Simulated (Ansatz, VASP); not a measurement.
# One calculation of Si16Ge, two programs

```
Si Ge
1.0
     0.00000    5.43000    5.43000
     5.43000    0.00000    5.43000
     5.43000    5.43000    0.00000
Si Ge
16 1
Direct
  0.00103 0.99936 0.99839
  0.12100 0.11893 0.13008
  0.00103 0.99936 0.50131
  0.12518 0.12407 0.62541
  0.98877 0.50245 0.00450
  0.12066 0.62823 0.13003
  0.00065 0.49711 0.50120
  0.12069 0.62820 0.62126
  0.50461 0.98623 0.00459
  0.62987 0.11884 0.13013
  0.49818 0.99931 0.50130
  0.62988 0.11882 0.62123
  0.50385 0.50216 0.00469
  0.62535 0.62261 0.12613
  0.50391 0.50208 0.48949
  0.62940 0.62807 0.62134
  0.37535 0.37265 0.87611
```

Alike in both runs: functional PBE; k mesh 2 × 2 × 2; occupations gaussian, width 0.05 eV; no spin polarisation.

Ansatz relaxed the structure, and its values are those at the end. VASP's run is a single point on that final structure, the one shown.

|  | VASP | Ansatz |
| --- | --- | --- |
| version | VASP 6.6.1 | Ansatz 0.2.0 |
| potentials or method | VASP PAW PBE potentials, release 64 (Si, Ge_d), cutoff 410 eV | scalar-relativistic, plane waves, PAW |
| valence electrons in the cell | 78 | 78 |

```tsv
	VASP	Ansatz	Ansatz less VASP
rms of the force components (eV/Å)	0.004	0.004	0.0000
```

The functional is the same, so the differences come from potentials, cutoffs and numerics.

The k mesh is coarse, so the values compare programs but aren't converged.
